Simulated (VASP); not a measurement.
# CsCdCl3 (P4/mmm) in VASP: a series of runs

Runs on CsCdCl3. Level: LDA. Tasks: single point.

All numbers are computed with VASP 6.6.1; they aren't measurements. Logs are shortened: lines on timing, memory, paths and dates and some standing lists are left out, and cuts for length are marked.

## Step 1: The cell of the first run

The structure is tetragonal, space group P4/mmm (No. 123). The conventional cell has a = 5.112 Å, b = 5.112 Å, c = 5.214 Å, α = 90.00°, β = 90.00°, γ = 90.00°. Within 4.7 Å of Cs (site symmetry 4/mmm) lie 12 Cl at 3.61 to 3.65 Å and 8 Cd at 4.46 Å. Within 3.4 Å of Cd (site symmetry 4/mmm) lie 6 Cl at 2.56 to 2.61 Å. Cl (site symmetry mmm) has 2 Cd at 2.56 Å within 3.4 Å. Within 3.4 Å of Cl (site symmetry 4/mmm) lie 2 Cd at 2.61 Å.

## Step 2: Single point, LDA

INCAR reads:

```
SYSTEM = CsCdCl3
PREC = Accurate ; ENCUT = 520
EDIFF = 1E-6 ; ISMEAR = 0
SIGMA = 0.02 ; LREAL = .FALSE.
LASPH = .TRUE. ; NELM = 60
ALGO = Normal ; ISIF = 2
LWAVE = .FALSE. ; LCHARG = .TRUE.
LELF = .TRUE. ; LVHAR = .TRUE.
NBANDS = 29
```

KPOINTS reads:

```
Automatic mesh
0
G
  6 6 6
  0 0 0
```

POSCAR reads:

```
CsCdCl3
1.0
    5.1121726469      0.0000000000      0.0000000000
    0.0000000000      5.1121726469      0.0000000000
    0.0000000000      0.0000000000      5.2144160999
Cs Cd Cl
1 1 3
Direct
    0.0000000000      0.0000000000      0.0000000000
    0.5000000000      0.5000000000      0.5000000000
    0.0000000000      0.5000000000      0.5000000000
    0.5000000000      0.0000000000      0.5000000000
    0.5000000000      0.5000000000      0.0000000000
```

Potentials or basis: VASP PAW LDA potentials, release 64 (Cs_sv, Cd, Cl).

Started as:

```bash
> cat potpaw_LDA.64/Cs_sv/POTCAR potpaw_LDA.64/Cd/POTCAR potpaw_LDA.64/Cl/POTCAR > POTCAR
> mpirun -np 1 vasp_std > vasp.out
```

OUTCAR:

```text
SYSTEM = CsCdCl3
   PREC = Accurate
   ENCUT = 520
   EDIFF = 1E-6
   ISMEAR = 0
   LREAL = .FALSE.
   LASPH = .TRUE.
   NELM = 60
   ISIF = 2

 ion  position               nearest neighbor table
   1  0.000  0.000  0.000-
   2  0.500  0.500  0.500-   3 2.56   4 2.56   4 2.56   3 2.56   5 2.61   5 2.61
   3  0.000  0.500  0.500-   2 2.56   2 2.56
   4  0.500  0.000  0.500-   2 2.56   2 2.56
   5  0.500  0.500  0.000-   2 2.61   2 2.61

  LATTYP: Found a simple tetragonal cell.
 ALAT       =     5.1121726469
 C/A-ratio  =     1.0200000000

  Lattice vectors:

 A1 = (   5.1121726469,   0.0000000000,   0.0000000000)
 A2 = (   0.0000000000,   5.1121726469,   0.0000000000)
 A3 = (   0.0000000000,   0.0000000000,   5.2144160999)

Analysis of symmetry for initial positions (statically):
=====================================================================
 Subroutine PRICEL returns:
 Original cell was already a primitive cell.

 Routine SETGRP: Setting up the symmetry group for a
 simple tetragonal supercell.

 Subroutine GETGRP returns: Found 16 space group operations
 (whereof 16 operations were pure point group operations)
 out of a pool of 16 trial point group operations.

The static configuration has the point symmetry D_4h.

Analysis of symmetry for dynamics (positions and initial velocities):
=====================================================================
 Subroutine PRICEL returns:
 Original cell was already a primitive cell.

 Routine SETGRP: Setting up the symmetry group for a
 simple tetragonal supercell.

 Subroutine GETGRP returns: Found 16 space group operations
 (whereof 16 operations were pure point group operations)
 out of a pool of 16 trial point group operations.

The dynamic configuration has the point symmetry D_4h.

 Subroutine INISYM returns: Found 16 space group operations
 (whereof 16 operations are pure point group operations),
 and found     1 'primitive' translations

----------------------------------------------------------------------------------------

                                     Primitive cell

  volume of cell :     136.2752

  direct lattice vectors                    reciprocal lattice vectors
     5.112172647  0.000000000  0.000000000     0.195611547  0.000000000  0.000000000
     0.000000000  5.112172647  0.000000000     0.000000000  0.195611547  0.000000000
[... 91 lines left out ...]
   EDIFF  = 0.1E-05   stopping-criterion for ELM
   LREAL  =      F    real-space projection
   EDIFFG = 0.1E-04   stopping-criterion for IOM
   NSW    =      0    number of steps for IOM
   IBRION =     -1    ionic relax: 0-MD 1-quasi-New 2-CG
   NFREE  =      0    steps in history (QN), initial steepest desc. (CG)
   ISIF   =      2    stress and relaxation
   ISYM   =      2    0-nonsym 1-usesym 2-fastsym
   POTIM  = 0.5000    time-step for ionic-motion
   TEBEG  =    0.0;   TEEND  =   0.0 temperature during run
   PSTRESS=    0.0 pullay stress
   NELECT =      42.0000    total number of electrons
   NUPDOWN=      -1.0000    fix difference up-down
   EMIN   =  10.00;   EMAX   =-10.00  energy-range for DOS
   EFERMI =   0.00;   METHOD = LEGACY
   ISMEAR =     0;   SIGMA  =   0.02  broadening in eV -4-tet -1-fermi 0-gaus
   EFERMI_NEDOS =   21; number of points for ismear=-14 and -15
   IALGO  =     38    algorithm
   IMIX   =      4    mixing-type and parameters
     AMIX     =   0.40;   BMIX     =  1.00
     AMIX_MAG =   1.60;   BMIX_MAG =  1.00
  volume/ion in A,a.u.               =      27.26       183.93
  Fermi-wavevector in a.u.,A,eV,Ry     =   1.105823  2.089703 16.637815  1.222845
  Thomas-Fermi vector in A             =   2.242316
   LORBIT       =      0    0 simple, 1 ext, 2 COOP (PROOUT), +10 PAW based schemes
   GGA     = CA    functional components
   LHFCALC =     F    Hartree Fock is set to
   AEXX    =    0.0000 exact exchange contribution
   IVDW    =     0    specifies the selected vdW correction
   LEPSILON=     F    determine dielectric tensor
   LRPA    =     F    only Hartree local field effects (RPA)
 non-spin polarized calculation
 Gauss-broadening in eV      SIGMA  =   0.02
  energy-cutoff  :      520.00
  volume of cell :      136.28
 maximum number of plane-waves:      3711
 NGX is ok and might be reduce to    40
   NGX = 19   NGY = 19   NGZ = 19

 number of electron      42.0000004 magnetization

 Free energy of the ion-electron system (eV)
  ---------------------------------------------------
  ext. energy  EPLUGINS =         0.00000000
  ---------------------------------------------------
  free energy    TOTEN  =       -16.83150555 eV

  energy without entropy =      -16.83150555  energy(sigma->0) =      -16.83150555

 E-fermi :   0.3304     XC(G=0):  -9.2806

 val. band max:        0.2452747919   @ k =   0.5000   0.5000   0.5000
 cond. band min:       1.7908121575   @ k =   0.0000   0.0000   0.0000
 fundamental gap:      1.5455373657
 Fermi energy:         0.3304485020

 k-point     1 :       0.0000    0.0000    0.0000
  band No.  band energies     occupation
      1     -18.7846      2.00000
      2     -13.5483      2.00000
      3     -12.9840      2.00000
      4     -12.8926      2.00000
      5      -6.4482      2.00000
      6      -6.4353      2.00000
[... 757 lines left out ...]
     28       8.6680      0.00000
     29       9.0581      0.00000

 [... further k-points ...]

------------------------ aborting loop because EDIFF is reached ----------------------------------------

  FORCE on cell =-STRESS in cart. coord.  units (eV):
  Direction    XX          YY          ZZ          XY          YZ          ZX
  --------------------------------------------------------------------------------------
  -------------------------------------------------------------------------------------
  Total       -0.1493572     -0.1493572     -0.9727189      0.0000000      0.0000000      0.0000000
  in kB       -1.7559824     -1.7559824    -11.4361870      0.0000000      0.0000000      0.0000000
  external PRESSURE =      -4.9827173 kB  Pullay stress =       0.0000000 kB

 VOLUME and BASIS-vectors are now :
 -----------------------------------------------------------------------------
  energy-cutoff  :      520.00
  volume of cell :      136.28
      direct lattice vectors                 reciprocal lattice vectors
     5.112172647  0.000000000  0.000000000     0.195611547  0.000000000  0.000000000
     0.000000000  5.112172647  0.000000000     0.000000000  0.195611547  0.000000000
     0.000000000  0.000000000  5.214416100     0.000000000  0.000000000  0.191776026

 POSITION                                       TOTAL-FORCE (eV/Angst)
 -----------------------------------------------------------------------------------
      0.00000      0.00000      0.00000         0.000000      0.000000      0.000000
      2.55609      2.55609      2.60721         0.000000      0.000000      0.000000
      0.00000      2.55609      2.60721         0.000000      0.000000      0.000000
      2.55609      0.00000      2.60721         0.000000      0.000000      0.000000
      2.55609      2.55609      0.00000         0.000000      0.000000      0.000000
 -----------------------------------------------------------------------------------
    total drift:                                0.000000      0.000000     -0.000000

  FREE ENERGIE OF THE ION-ELECTRON SYSTEM (eV)
  ---------------------------------------------------
  free  energy   TOTEN  =       -16.8315055538 eV

  energy  without entropy=      -16.8315055538  energy(sigma->0) =      -16.83150555
```

stdout:

```text
POSCAR found type information on POSCAR CsCdCl
 POSCAR found :  3 types and       5 ions
 scaLAPACK will be used
 LDA part: xc-table for (Slater(with rela. corr.)+CA(PZ))
 , standard interpolation
 POSCAR, INCAR and KPOINTS ok, starting setup
 FFT: planning ... GRIDC
 FFT: planning ... GRID_SOFT
 FFT: planning ... GRID
 WAVECAR not read
 entering main loop
```

It took 2.7 min on 1 thread of Oxide Virtual Turin-like, shared host; peak memory 0.26 GiB.

What came out:

- Free energy: -16.8315 eV
- Pressure: -0.5 GPa
- Band gap on the k mesh: 1.55 eV (least direct gap 2.26 eV)

Stress tensor (GPa, compression positive):
```
-0.18  0.00  0.00
 0.00 -0.18  0.00
 0.00  0.00 -1.14
```

Levels at points of the mesh, in eV from the valence-band top:
| k point | band 19 | band 20 | band 21 | band 22 | band 23 | band 24 |
| --- | --- | --- | --- | --- | --- | --- |
| (0.00, 0.00, 0.00) | -0.71 | -0.71 | -0.71 | 1.55 | 5.52 | 5.69 |
| (0.50, 0.00, 0.00) | -1.08 | -1.01 | -1.01 | 4.44 | 6.90 | 7.18 |
| (0.50, 0.50, 0.00) | -1.15 | -0.41 | -0.01 | 6.33 | 7.07 | 7.07 |
| (0.00, 0.00, 0.50) | -1.02 | -1.01 | -1.01 | 4.22 | 6.84 | 7.02 |
| (0.50, 0.00, 0.50) | -1.26 | -0.44 | -0.08 | 6.17 | 6.93 | 7.14 |
| (0.50, 0.50, 0.50) | -0.39 | -0.09 | 0.00 | 5.51 | 5.62 | 5.62 |

Caveat: spin-orbit coupling is left out, which moves the levels of the heavy elements.

## Step 3: Single point, LDA (strain along c alone, the other axes held: +4.0 %)

INCAR reads:

```
ALGO     = Normal         # electronic algorithm
EDIFF    = 1E-6           # SCF threshold, eV
ENCUT    = 520            # plane-wave cutoff, eV
GGA      = CA             # functional
ISIF     = 2              # what is computed and relaxed
ISMEAR   = 0              # smearing method
LASPH    = T              # aspherical terms in the spheres
LCHARG   = F              # write CHGCAR
LREAL    = F              # projectors in reciprocal space
LWAVE    = F              # write WAVECAR
NBANDS   = 29             # bands
NELM     = 60             # most SCF steps
PREC     = Accurate       # precision mode
SIGMA    = 0.02           # smearing width, eV
```

KPOINTS reads:

```
k-points
0
Gamma
  6 6 6
```

Edit POSCAR of step 2 so:

```diff
@@ -4,3 +4,3 @@
     0.0000000000      5.1121726469      0.0000000000
-    0.0000000000      0.0000000000      5.2144160999
+    0.0000000000      0.0000000000      5.3166595528
 Cs Cd Cl
```

Potentials or basis: VASP PAW LDA potentials, release 64 (Cs_sv, Cd, Cl).

Started as:

```bash
> cat potpaw_LDA.64/Cs_sv/POTCAR potpaw_LDA.64/Cd/POTCAR potpaw_LDA.64/Cl/POTCAR > POTCAR
> mpirun -np 1 vasp_std > vasp.out
```

It took 2.5 min on 1 thread of Oxide Virtual Turin-like, shared host; peak memory 0.26 GiB.

It converged, with:

```yaml
Free_energy: -16.8030 eV
Pressure: -1.2 GPa
Band_gap_on_the_k_mesh: 1.48 eV (least direct gap 2.17 eV)
```

Stress tensor (GPa, compression positive):
```
-0.60  0.00  0.00
 0.00 -0.60  0.00
 0.00  0.00 -2.30
```

Levels at points of the mesh, in eV from the valence-band top:
```
           k point  band 19  band 20  band 21  band 22  band 23  band 24
(0.00, 0.00, 0.00)    -0.69    -0.69    -0.69     1.48     5.48     5.69
(0.50, 0.00, 0.00)    -1.08    -0.98    -0.97     4.40     6.88     7.22
(0.50, 0.50, 0.00)    -1.05    -0.38    -0.01     6.26     7.03     7.03
(0.00, 0.00, 0.50)    -0.99    -0.94    -0.94     3.97     6.76     6.91
(0.50, 0.00, 0.50)    -1.19    -0.43    -0.14     5.98     6.77     7.16
(0.50, 0.50, 0.50)    -0.37    -0.17     0.00     5.41     5.63     5.63
```

Caveat: the cell differs from its parent crystal (strain along c alone, the other axes held: +4.0 %); spin-orbit coupling is left out, which moves the levels of the heavy elements. A k mesh can miss the band edges.

## Step 4: Single point, LDA

This run uses another cell than the first one, of 27.79 Å³/atom.

INCAR reads:

```
  ALGO = Normal
  EDIFF = 1E-7
  ENCUT = 520
  ISIF = 2
  ISMEAR = 0
  LASPH = True
  LCHARG = True
  LELF = True
  LREAL = False
  LVHAR = True
  LWAVE = False
  NBANDS = 29
  NELM = 60
  PREC = Accurate
  SIGMA = 0.02
```

KPOINTS is that of step 3.

POSCAR is that of step 3.

Started as:

```bash
> cat potpaw_LDA.64/Cs_sv/POTCAR potpaw_LDA.64/Cd/POTCAR potpaw_LDA.64/Cl/POTCAR > POTCAR
> mpirun -np 1 vasp_std > vasp.out
```

Run time: 2.9 min. Hardware: 1 thread of Oxide Virtual Turin-like, shared host; peak memory 0.26 GiB.

Results (log left out):

```yaml
Free_energy: -16.8030 eV
Pressure: -1.2 GPa
Band_gap_on_the_k_mesh: 1.48 eV (least direct gap 2.17 eV)
```

Stress tensor (GPa, compression positive):
```
-0.60  0.00  0.00
 0.00 -0.60  0.00
 0.00  0.00 -2.30
```

Levels at points of the mesh, in eV from the valence-band top:
| k point | band 18 | band 19 | band 20 | band 21 | band 22 | band 23 | band 24 | band 25 |
| --- | --- | --- | --- | --- | --- | --- | --- | --- |
| (0.00, 0.00, 0.00) | -1.02 | -0.69 | -0.69 | -0.69 | 1.48 | 5.48 | 5.69 | 5.83 |
| (0.50, 0.00, 0.00) | -1.09 | -1.08 | -0.98 | -0.97 | 4.40 | 6.88 | 7.22 | 7.61 |
| (0.50, 0.50, 0.00) | -1.05 | -1.05 | -0.38 | -0.01 | 6.26 | 7.03 | 7.03 | 7.62 |
| (0.00, 0.00, 0.50) | -0.99 | -0.99 | -0.94 | -0.94 | 3.97 | 6.76 | 6.91 | 7.68 |
| (0.50, 0.00, 0.50) | -1.26 | -1.19 | -0.43 | -0.14 | 5.98 | 6.77 | 7.16 | 7.51 |
| (0.50, 0.50, 0.50) | -0.40 | -0.37 | -0.17 | 0.00 | 5.41 | 5.63 | 5.63 | 7.17 |

Caveat: spin-orbit coupling is left out, which moves the levels of the heavy elements. A k mesh can miss the band edges.

## Step 5: Single point, LDA (biaxial strain in the a-b plane: +2.0 %, then relaxed in part)

INCAR reads:

```
PREC     = Accurate       # precision mode
ENCUT    = 520            # plane-wave cutoff, eV
EDIFF    = 1E-7           # SCF threshold, eV
ISMEAR   = 0              # smearing method
SIGMA    = 0.02           # smearing width, eV
LREAL    = F              # projectors in reciprocal space
LASPH    = T              # aspherical terms in the spheres
NELM     = 60             # most SCF steps
ALGO     = Normal         # electronic algorithm
ISIF     = 2              # what is computed and relaxed
LWAVE    = F              # write WAVECAR
LCHARG   = F              # write CHGCAR
GGA      = CA             # functional
NBANDS   = 29             # bands
```

KPOINTS reads:

```
Automatic mesh
0
Gamma
  6 6 6
```

Edit POSCAR of step 4 so:

```diff
@@ -2,5 +2,5 @@
 1.0
-    5.1121726469      0.0000000000      0.0000000000
-    0.0000000000      5.1121726469      0.0000000000
-    0.0000000000      0.0000000000      5.3166595528
+    5.2144161138      0.0000000000      0.0000000000
+    0.0000000000      5.2144161138      0.0000000000
+    0.0000000000      0.0000000000      5.0508265887
 Cs Cd Cl
```

Started as:

```bash
> cat potpaw_LDA.64/Cs_sv/POTCAR potpaw_LDA.64/Cd/POTCAR potpaw_LDA.64/Cl/POTCAR > POTCAR
> mpirun -np 1 vasp_std > vasp.out
```

Run time: 3.6 min. Hardware: 1 thread of Oxide Virtual Turin-like, shared host; peak memory 0.26 GiB.

The run converged. Its results:

| Quantity | Value |
| --- | --- |
| Free energy | -16.8185 eV |
| Pressure | -0.8 GPa |
| Band gap on the k mesh | 1.51 eV (least direct gap 2.22 eV) |

Stress tensor (GPa, compression positive):
```
-1.29  0.00  0.00
 0.00 -1.29  0.00
 0.00  0.00  0.29
```

Levels at points of the mesh, in eV from the valence-band top:
```tsv
k point	band 19	band 20	band 21	band 22	band 23	band 24
(0.00, 0.00, 0.00)	-0.71	-0.71	-0.71	1.51	5.50	5.68
(0.50, 0.00, 0.00)	-1.01	-1.01	-1.01	4.20	6.82	7.03
(0.50, 0.50, 0.00)	-1.24	-0.45	-0.15	5.98	6.98	6.98
(0.00, 0.00, 0.50)	-1.13	-1.00	-1.00	4.56	6.94	7.29
(0.50, 0.00, 0.50)	-1.16	-0.42	-0.05	6.25	6.86	7.20
(0.50, 0.50, 0.50)	-0.40	-0.13	0.00	5.50	5.50	5.68
```

Caveat: the cell differs from its parent crystal (biaxial strain in the a-b plane: +2.0 %, then relaxed in part); spin-orbit coupling is left out, which moves the levels of the heavy elements.

## Step 6: Summary

| cell | gap on the mesh (eV) | pressure (GPa) |
| --- | --- | --- |
| a = 5.112, b = 5.112, c = 5.214 Å, 5 atoms | 1.55 | -0.5 |
| a = 5.112, b = 5.112, c = 5.317 Å, 5 atoms | 1.48 | -1.2 |
| a = 5.214, b = 5.214, c = 5.051 Å, 5 atoms | 1.51 | -0.8 |

Alike in all rows: task single point; level LDA; potentials or basis VASP PAW LDA potentials, release 64 (Cs_sv, Cd, Cl); no spin polarisation; k mesh 6 × 6 × 6; cutoff (eV) 520; smearing gaussian 0.02 eV.

Caveats: spin-orbit coupling is left out, which moves the levels of the heavy elements.

Total energies depend on the potentials used, so only differences within one code and one set of settings carry meaning.
